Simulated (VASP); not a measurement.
# AlN (P4_2/mnm) in VASP: further runs

The runs below take AlN through relaxation of shape and atoms at fixed volume, relaxation of cell and atoms, with PBE.

Everything below comes from runs of VASP 6.6.1. Logs are shortened: lines on timing, memory, paths and dates and some standing lists are left out, and cuts for length are marked.

## 1. The cell of the first run

It takes space group P4_2/mnm (No. 136, tetragonal). Conventional cell: a = 5.074 Å, b = 5.074 Å, c = 3.031 Å, α = 90.00°, β = 90.00°, γ = 90.00°. Within 2.4 Å of Al (site symmetry m2m) lie 4 N at 1.80 to 1.85 Å. N (site symmetry m2m) has 4 Al at 1.80 to 1.85 Å within 2.4 Å.

## 2. Relaxation of shape and atoms at fixed volume, PBE (9.75 Å³/atom)

The input, INCAR:

```
  PREC = Accurate
  ENCUT = 600
  EDIFF = 1E-7
  ISMEAR = 0
  SIGMA = 0.02
  LREAL = False
  LASPH = True
  NELM = 100
  ALGO = Normal
  ISIF = 4
  LWAVE = False
  LCHARG = False
  GGA = PE
  IBRION = 2
  NSW = 50
  EDIFFG = -0.01
```

The input, KPOINTS:

```
regular mesh
0
Gamma
  4 4 8
```

The input, POSCAR:

```
AlN
1.0
    5.0738002877      0.0000000000      0.0000000000
    0.0000000000      5.0738002877      0.0000000000
    0.0000000000      0.0000000000      3.0306524368
Al N
4 4
Direct
    0.6779981059      0.6779981059      0.0000000000
    0.1779981059      0.8220018941      0.5000000000
    0.8220018941      0.1779981059      0.5000000000
    0.3220018941      0.3220018941      0.0000000000
    0.8133402045      0.8133402045      0.5000000000
    0.1866597955      0.1866597955      0.5000000000
    0.6866597955      0.3133402045      0.0000000000
    0.3133402045      0.6866597955      0.0000000000
```

Potentials or basis: VASP PAW PBE potentials, release 64 (Al, N).

Run with:

```console
$ cat potpaw_PBE.64/Al/POTCAR potpaw_PBE.64/N/POTCAR > POTCAR
$ mpirun -np 1 vasp_std > vasp.out
```

OUTCAR:

```text
PREC = Accurate
   ENCUT = 600
   EDIFF = 1E-7
   ISMEAR = 0
   LREAL = False
   LASPH = True
   NELM = 100
   ISIF = 4
   GGA = PE
   IBRION = 2
   NSW = 50
   EDIFFG = -0.01

 ion  position               nearest neighbor table
   1  0.678  0.678  0.000-   5 1.80   5 1.80   8 1.85   7 1.85   4 2.55   3 3.04   2 3.04   3 3.04
                             2 3.04   3 3.04   3 3.04   2 3.04   2 3.04
   2  0.178  0.822  0.500-   8 1.80   8 1.80   5 1.85   6 1.85   3 2.55   1 3.04   1 3.04   4 3.04
                             4 3.04   4 3.04   4 3.04   1 3.04   1 3.04
   3  0.822  0.178  0.500-   7 1.80   7 1.80   5 1.85   6 1.85   2 2.55   1 3.04   1 3.04   4 3.04
                             4 3.04   1 3.04   1 3.04   4 3.04   4 3.04
   4  0.322  0.322  0.000-   6 1.80   6 1.80   8 1.85   7 1.85   1 2.55   2 3.04   2 3.04   3 3.04
                             3 3.04   2 3.04   2 3.04   3 3.04   3 3.04
   5  0.813  0.813  0.500-   1 1.80   1 1.80   3 1.85   2 1.85
   6  0.187  0.187  0.500-   4 1.80   4 1.80   2 1.85   3 1.85
   7  0.687  0.313  0.000-   3 1.80   3 1.80   4 1.85   1 1.85
   8  0.313  0.687  0.000-   2 1.80   2 1.80   4 1.85   1 1.85

  LATTYP: Found a simple tetragonal cell.
 ALAT       =     5.0738002877
 C/A-ratio  =     0.5973140969

  Lattice vectors:

 A1 = (   5.0738002877,   0.0000000000,   0.0000000000)
 A2 = (   0.0000000000,   5.0738002877,   0.0000000000)
 A3 = (   0.0000000000,   0.0000000000,   3.0306524368)

Analysis of symmetry for initial positions (statically):
=====================================================================
 Subroutine PRICEL returns:
 Original cell was already a primitive cell.

 Routine SETGRP: Setting up the symmetry group for a
 simple tetragonal supercell.

 Subroutine GETGRP returns: Found 16 space group operations
 (whereof  8 operations were pure point group operations)
 out of a pool of 16 trial point group operations.

The static configuration has the point symmetry D_2h.
 The point group associated with its full space group is D_4h.

Analysis of symmetry for dynamics (positions and initial velocities):
=====================================================================
 Subroutine PRICEL returns:
 Original cell was already a primitive cell.

 Routine SETGRP: Setting up the symmetry group for a
 simple tetragonal supercell.

 Subroutine GETGRP returns: Found 16 space group operations
 (whereof  8 operations were pure point group operations)
 out of a pool of 16 trial point group operations.

The dynamic configuration has the point symmetry D_2h.
 The point group associated with its full space group is D_4h.

 Subroutine INISYM returns: Found 16 space group operations
 (whereof  8 operations are pure point group operations),
 and found     1 'primitive' translations

----------------------------------------------------------------------------------------

                                     Primitive cell

  volume of cell :      78.0194

  direct lattice vectors                    reciprocal lattice vectors
     5.073800288  0.000000000  0.000000000     0.197090927  0.000000000  0.000000000
     0.000000000  5.073800288  0.000000000     0.000000000  0.197090927  0.000000000
     0.000000000  0.000000000  3.030652437     0.000000000  0.000000000  0.329961954

  length of vectors
     5.073800288  5.073800288  3.030652437     0.197090927  0.197090927  0.329961954

  position of ions in fractional coordinates (direct lattice)
     0.677998106  0.677998106  0.000000000
     0.177998106  0.822001894  0.500000000
     0.822001894  0.177998106  0.500000000
     0.322001894  0.322001894  0.000000000
     0.813340205  0.813340205  0.500000000
     0.186659795  0.186659795  0.500000000
     0.686659795  0.313340205  0.000000000
     0.313340205  0.686659795  0.000000000

  ion indices of the primitive-cell ions
   primitive index   ion index
                 1           1
                 2           2
                 3           3
                 4           4
                 5           5
                 6           6
                 7           7
                 8           8

----------------------------------------------------------------------------------------

 KPOINTS: regular mesh

Automatic generation of k-mesh.
 Grid dimensions read from file:
 generate k-points for:    4    4    8

 Generating k-lattice:

  Cartesian coordinates                     Fractional coordinates (reciprocal lattice)
     0.049272732  0.000000000  0.000000000     0.250000000  0.000000000  0.000000000
     0.000000000  0.049272732  0.000000000     0.000000000  0.250000000  0.000000000
     0.000000000  0.000000000  0.041245244     0.000000000  0.000000000  0.125000000

  Length of vectors
     0.049272732  0.049272732  0.041245244

  Shift w.r.t. Gamma in fractional coordinates (k-lattice)
     0.000000000  0.000000000  0.000000000

 Subroutine IBZKPT returns following result:
 ===========================================

 Found     30 irreducible k-points:

 Following reciprocal coordinates:
            Coordinates               Weight
  0.000000  0.000000  0.000000      1.000000
  0.250000  0.000000  0.000000      4.000000
  0.500000  0.000000  0.000000      2.000000
  0.250000  0.250000  0.000000      4.000000
  0.500000  0.250000  0.000000      4.000000
  0.500000  0.500000  0.000000      1.000000
[... 16 lines left out ...]
  0.500000  0.250000  0.375000      8.000000
  0.500000  0.500000  0.375000      2.000000
 [... further k-points ...]
   k-points           NKPTS =     30   k-points in BZ     NKDIM =     30   number of bands    NBANDS=     21
   number of dos      NEDOS =    301   number of ions     NIONS =      8
   total plane-waves  NPLWV =  42336
   dimension x,y,z NGX =    42 NGY =   42 NGZ =   24
   dimension x,y,z NGXF=    84 NGYF=   84 NGZF=   48
   ions per type =               4   4
   NGX,Y,Z   is equivalent  to a cutoff of  13.76, 13.76, 13.17 a.u.
   NGXF,Y,Z  is equivalent  to a cutoff of  27.52, 27.52, 26.33 a.u.
 SYSTEM =  unknown system
   PREC   = accura    normal or accurate (medium, high low for compatibility)
   ISTART =      0    job   : 0-new  1-cont  2-samecut
   ICHARG =      2    charge: 1-file 2-atom 10-const
   ISPIN  =      1    spin polarized calculation?
   LNONCOLLINEAR =      F non collinear calculations
   LSORBIT =      F    spin-orbit coupling
   LASPH  =      T    aspherical Exc in radial PAW
   ENCUT  =  600.0 eV  44.10 Ry    6.64 a.u.  10.13 10.13  6.05*2*pi/ulx,y,z
   NELM   =    100;   NELMIN=  2; NELMDL= -5     # of ELM steps
   EDIFF  = 0.1E-06   stopping-criterion for ELM
   LREAL  =      F    real-space projection
   EDIFFG = -.1E-01   stopping-criterion for IOM
   NSW    =     50    number of steps for IOM
   IBRION =      2    ionic relax: 0-MD 1-quasi-New 2-CG
   NFREE  =      1    steps in history (QN), initial steepest desc. (CG)
   ISIF   =      4    stress and relaxation
   ISYM   =      2    0-nonsym 1-usesym 2-fastsym
   POTIM  = 0.5000    time-step for ionic-motion
   TEBEG  =    0.0;   TEEND  =   0.0 temperature during run
   PSTRESS=    0.0 pullay stress
   NELECT =      32.0000    total number of electrons
   NUPDOWN=      -1.0000    fix difference up-down
   EMIN   =  10.00;   EMAX   =-10.00  energy-range for DOS
   EFERMI =   0.00;   METHOD = LEGACY
   ISMEAR =     0;   SIGMA  =   0.02  broadening in eV -4-tet -1-fermi 0-gaus
   EFERMI_NEDOS =   21; number of points for ismear=-14 and -15
   IALGO  =     38    algorithm
   IMIX   =      4    mixing-type and parameters
     AMIX     =   0.40;   BMIX     =  1.00
     AMIX_MAG =   1.60;   BMIX_MAG =  1.00
  volume/ion in A,a.u.               =       9.75        65.81
  Fermi-wavevector in a.u.,A,eV,Ry     =   1.216346  2.298561 20.129793  1.479498
  Thomas-Fermi vector in A             =   2.351703
   LORBIT       =      0    0 simple, 1 ext, 2 COOP (PROOUT), +10 PAW based schemes
   GGA     = PE    functional components
   LHFCALC =     F    Hartree Fock is set to
   AEXX    =    0.0000 exact exchange contribution
   IVDW    =     0    specifies the selected vdW correction
   LEPSILON=     F    determine dielectric tensor
   LRPA    =     F    only Hartree local field effects (RPA)
 conjugate gradient relaxation of ions
 non-spin polarized calculation
 Gauss-broadening in eV      SIGMA  =   0.02
  energy-cutoff  :      600.00
  volume of cell :       78.02
 maximum number of plane-waves:      2636
 NGX is ok and might be reduce to    42
   NGX = 21   NGY = 21   NGZ = 13

--------------------------------------- Ionic step        1  -------------------------------------------

 number of electron      32.0000006 magnetization

 Free energy of the ion-electron system (eV)
  ---------------------------------------------------
  ext. energy  EPLUGINS =         0.00000000
  ---------------------------------------------------
  free energy    TOTEN  =       -58.44958394 eV

  energy without entropy =      -58.44958394  energy(sigma->0) =      -58.44958394

------------------------ aborting loop because EDIFF is reached ----------------------------------------

  FORCE on cell =-STRESS in cart. coord.  units (eV):
  Direction    XX          YY          ZZ          XY          YZ          ZX
  --------------------------------------------------------------------------------------
  -------------------------------------------------------------------------------------
  Total       13.9390565     13.9390565     14.7046758      0.0000000      0.0000000      0.0000000
  in kB      286.2470964    286.2470964    301.9695600      0.0000000      0.0000000      0.0000000
  external PRESSURE =     291.4879176 kB  Pullay stress =       0.0000000 kB
[... 153 lines left out ...]
  energy  without entropy=      -58.4517594596  energy(sigma->0) =      -58.45175946

--------------------------------------- Ionic step        5  -------------------------------------------

 number of electron      32.0000003 magnetization

 Free energy of the ion-electron system (eV)
  ---------------------------------------------------
  ext. energy  EPLUGINS =         0.00000000
  ---------------------------------------------------
  free energy    TOTEN  =       -58.45333439 eV

  energy without entropy =      -58.45333439  energy(sigma->0) =      -58.45333439

 E-fermi :   6.9197     XC(G=0): -11.1468

 val. band max:        6.8218722721   @ k =   0.0000   0.0000   0.0000
 cond. band min:      11.3657460657   @ k =   0.0000   0.0000   0.0000
 fundamental gap:      4.5438737936
 Fermi energy:         6.9197013885

 k-point     1 :       0.0000    0.0000    0.0000
  band No.  band energies     occupation
      1      -8.9916      2.00000
      2      -6.6257      2.00000
      3      -6.6257      2.00000
      4      -6.2616      2.00000
      5       0.5308      2.00000
      6       1.3225      2.00000
[... 550 lines left out ...]
      5       0.8821      2.00000
      6       0.8821      2.00000
[... 13 lines left out ...]
     20      13.4503      0.00000
     21      15.9399      0.00000

 [... further k-points ...]
[... 5 lines left out ...]
  --------------------------------------------------------------------------------------
  -------------------------------------------------------------------------------------
  Total       13.9488143     13.9488143     13.9246808      0.0000000      0.0000000      0.0000000
  in kB      286.4474785    286.4474785    285.9518827      0.0000000      0.0000000      0.0000000
  external PRESSURE =     286.2822799 kB  Pullay stress =       0.0000000 kB
[... 23 lines left out ...]
  FREE ENERGIE OF THE ION-ELECTRON SYSTEM (eV)
  ---------------------------------------------------
  free  energy   TOTEN  =       -58.4533343866 eV

  energy  without entropy=      -58.4533343866  energy(sigma->0) =      -58.45333439

 reached required accuracy - stopping structural energy minimisation
```

It took 5.3 min on 1 thread of Intel Xeon 8259CL, shared host; peak memory 0.19 GiB.

Results:

| Quantity | Value |
| --- | --- |
| Free energy | -58.4533 eV |
| Energy gained by relaxing | 0.5 meV/atom |
| Ionic steps | 5 |
| Pressure after relaxing | 28.6 GPa |
| Largest force after relaxing | 0.006 eV/Å |
| Band gap on the k mesh | 4.54 eV |

Forces on the atoms (eV/Å):
```
Al  -0.004 -0.004  0.000
Al  -0.004  0.004  0.000
Al   0.004 -0.004  0.000
Al   0.004  0.004  0.000
N   -0.003 -0.003  0.000
N    0.003  0.003  0.000
N    0.003 -0.003  0.000
N   -0.003  0.003  0.000
```

Step by step:
```csv
step,energy change (eV),largest force (eV/Å),pressure (GPa),volume (Å³)
1,0.0000,0.0538,29.15,78.02
2,-0.0025,0.0530,28.94,78.02
3,-0.0036,0.0529,28.66,78.02
4,-0.0022,0.1421,28.56,78.02
5,-0.0038,0.0059,28.63,78.02
```

Final structure:
```cif
data_structure
_symmetry_space_group_name_H-M 'P 1'
_symmetry_Int_Tables_number 1
_cell_length_a 5.0557
_cell_length_b 5.0557
_cell_length_c 3.0524
_cell_angle_alpha 90.000
_cell_angle_beta 90.000
_cell_angle_gamma 90.000
_cell_volume 78.02
loop_
_atom_site_label
_atom_site_type_symbol
_atom_site_fract_x
_atom_site_fract_y
_atom_site_fract_z
_atom_site_occupancy
Al1 Al 0.67869 0.67869 0.00000 1
Al2 Al 0.17869 0.82131 0.50000 1
Al3 Al 0.82131 0.17869 0.50000 1
Al4 Al 0.32131 0.32131 0.00000 1
N1 N 0.81234 0.81234 0.50000 1
N2 N 0.18766 0.18766 0.50000 1
N3 N 0.68766 0.31234 0.00000 1
N4 N 0.31234 0.68766 0.00000 1
```

A k mesh can miss the band edges.

## 3. Relaxation of shape and atoms at fixed volume, PBE (10.08 Å³/atom)

This run uses another cell than the first one, of 10.08 Å³/atom.

The input, INCAR:

```
PREC = Accurate
ENCUT = 600
EDIFF = 1E-6
ISMEAR = 0
SIGMA = 0.02
LREAL = False
LASPH = True
NELM = 60
ALGO = Normal
ISIF = 4
LWAVE = False
LCHARG = False
GGA = PE
IBRION = 2
NSW = 50
EDIFFG = -0.01
```

The input, KPOINTS:

```
Automatic mesh
0
Gamma
  4 4 8
```

The input, POSCAR:

```
AlN
1.0
    5.1442417570      0.0000000000      0.0000000000
    0.0000000000      5.1442417570      0.0000000000
    0.0000000000      0.0000000000      3.0487291986
Al N
4 4
Direct
    0.6775824667      0.6775824667      0.0000000000
    0.1775824667      0.8224175333      0.5000000000
    0.8224175333      0.1775824667      0.5000000000
    0.3224175333      0.3224175333      0.0000000000
    0.8141802389      0.8141802389      0.5000000000
    0.1858197611      0.1858197611      0.5000000000
    0.6858197611      0.3141802389      0.0000000000
    0.3141802389      0.6858197611      0.0000000000
```

Potentials or basis: VASP PAW PBE potentials, release 64 (Al, N).

Run with:

```console
$ cat potpaw_PBE.64/Al/POTCAR potpaw_PBE.64/N/POTCAR > POTCAR
$ mpirun -np 1 vasp_std > vasp.out
```

Run time: 5.3 min. Hardware: 1 thread of Intel Xeon 8259CL, shared host; peak memory 0.19 GiB.

The run converged. Its results:

| Quantity | Value |
| --- | --- |
| Free energy | -58.8578 eV |
| Energy gained by relaxing | 0.3 meV/atom |
| Ionic steps | 6 |
| Pressure after relaxing | 19.9 GPa |
| Largest force after relaxing | 0.004 eV/Å |
| Band gap on the k mesh | 4.35 eV |

Forces in eV/Å, atoms in the order of the input:
```
Al  -0.003 -0.003  0.000
Al  -0.003  0.003  0.000
Al   0.003 -0.003  0.000
Al   0.003  0.003  0.000
N   -0.002 -0.002  0.000
N    0.002  0.002  0.000
N    0.002 -0.002  0.000
N   -0.002  0.002  0.000
```

The path:
```
step  energy change (eV)  largest force (eV/Å)  pressure (GPa)  volume (Å³)
   1              0.0000                0.0535           20.18        80.68
   2             -0.0017                0.0358           20.03        80.68
   3             -0.0023                0.0137           19.83        80.68
   4             -0.0023                0.0164           19.86        80.68
   5             -0.0023                0.0358           19.85        80.68
   6             -0.0024                0.0037           19.86        80.68
```

Final structure:
```xyz
8
Lattice="5.1309 0.0000 0.0000 0.0000 5.1309 0.0000 0.0000 0.0000 3.0646" Properties=species:S:1:pos:R:3 pbc="T T T"
Al    3.4788    3.4788    0.0000
Al    0.9134    4.2175    1.5323
Al    4.2175    0.9134    1.5323
Al    1.6521    1.6521    0.0000
N     4.1734    4.1734    1.5323
N     0.9575    0.9575    1.5323
N     3.5230    1.6079    0.0000
N     1.6079    3.5230    0.0000
```

Levels at points of the mesh, in eV from the valence-band top:
| k point | band 13 | band 14 | band 15 | band 16 | band 17 | band 18 | band 19 | band 20 |
| --- | --- | --- | --- | --- | --- | --- | --- | --- |
| (0.00, 0.00, 0.00) | -0.65 | -0.08 | -0.08 | 0.00 | 4.35 | 6.12 | 6.70 | 7.57 |
| (0.50, 0.00, 0.00) | -0.79 | -0.79 | -0.63 | -0.63 | 6.27 | 6.27 | 6.85 | 6.85 |
| (0.50, 0.50, 0.00) | -1.16 | -1.16 | -1.12 | -1.12 | 6.40 | 6.40 | 6.82 | 6.82 |
| (0.00, 0.00, 0.50) | -1.79 | -1.79 | -1.57 | -1.57 | 6.26 | 6.26 | 8.11 | 8.11 |
| (0.50, 0.00, 0.50) | -1.48 | -1.48 | -0.68 | -0.68 | 6.59 | 6.59 | 7.18 | 7.18 |
| (0.50, 0.50, 0.50) | -1.28 | -1.28 | -1.01 | -1.01 | 5.43 | 5.43 | 6.14 | 6.14 |

A k mesh can miss the band edges.

[end of part 1 of 3]
